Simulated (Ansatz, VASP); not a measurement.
This is a calculation of GaCo for VASP 6.6.1.

INCAR

```
SYSTEM = GaCo
PREC = Accurate
ENCUT = 520
EDIFF = 1E-6
ISMEAR = -1
SIGMA = 0.05
LREAL = .FALSE.
LASPH = .TRUE.
NELM = 150
ALGO = Normal
ISIF = 2
LWAVE = .FALSE.
LCHARG = .FALSE.
ISPIN = 2
MAGMOM = 0 2.5
LORBIT = 11
NUPDOWN = 2.5
LMAXMIX = 4
GGA = PE
NBANDS = 22
```

File KPOINTS:

```
Automatic mesh
0
G
  8 8 8
  0 0 0
```

Contents of POSCAR:

```
GaCo
1.0
    2.8780000000      0.0000000000      0.0000000000
    0.0000000000      2.8780000000      0.0000000000
    0.0000000000      0.0000000000      2.8780000000
Ga Co
1 1
Direct
    0.5000000000      0.5000000000      0.5000000000
    0.0000000000      0.0000000000      0.0000000000
```

Potentials or basis: VASP PAW PBE potentials, release 64 (Ga_d, Co).

Run with:

```sh
$ cat potpaw_PBE.64/Ga_d/POTCAR potpaw_PBE.64/Co/POTCAR > POTCAR
$ mpirun -np 1 vasp_std > vasp.out
```

Question: Set up the same calculation for Ansatz 0.2.0. Potentials there: Ansatz PAW.

Answer: As run (the cutoff follows the program's own potentials):

Contents of input.yaml:

```yaml
crystal:
  lattice:
    - [2.878, 0.0, 0.0]
    - [0.0, 2.878, 0.0]
    - [0.0, 0.0, 2.878]
  atoms:
    - { symbol: Ga, position: [0.5, 0.5, 0.5] }
    - { symbol: Co, position: [0.0, 0.0, 0.0], spin: 2.5 }
hamiltonian:
  xc: pbe
  pseudopotentials: { kind: paw }
magnetization:
  spin_polarized: true
  initial_magnetization: 2.5
  spin_locking: { lock_magnetization: hard }
kpoints:
  mp_grid: { grid: [8, 8, 8] }
scf:
  occupations: { method: fermi_dirac, width: 0.05 }
  lower_state_search: "off"
output:
  forces: true
  stress: true
  eigenvalues: true
```

Potentials or basis: Ansatz PAW.

Command:

```console
$ ansatz run input.yaml --threads 2 --pin off --max-ram 5632MiB --backend cpu --events-out ev --progress --plain --runs-dir out
```

Both were run:

|  | VASP | Ansatz | Ansatz less VASP |
| --- | --- | --- | --- |
| pressure (GPa) | 27.3 | 27.1 | -0.13 |
| net moment per atom (μB) | 1.25 | 1.25 | 0.000 |
| size of the moment on the site where the two differ most (μB) | 0.24 | 0.17 | -0.069 |

Site moments also hang on the region over which each program counts them. The functional is the same, so the differences come from potentials, cutoffs and numerics. VASP's potentials hold 22 valence electrons a cell and Ansatz's 30, so a difference there can come from the potentials and not from the codes.
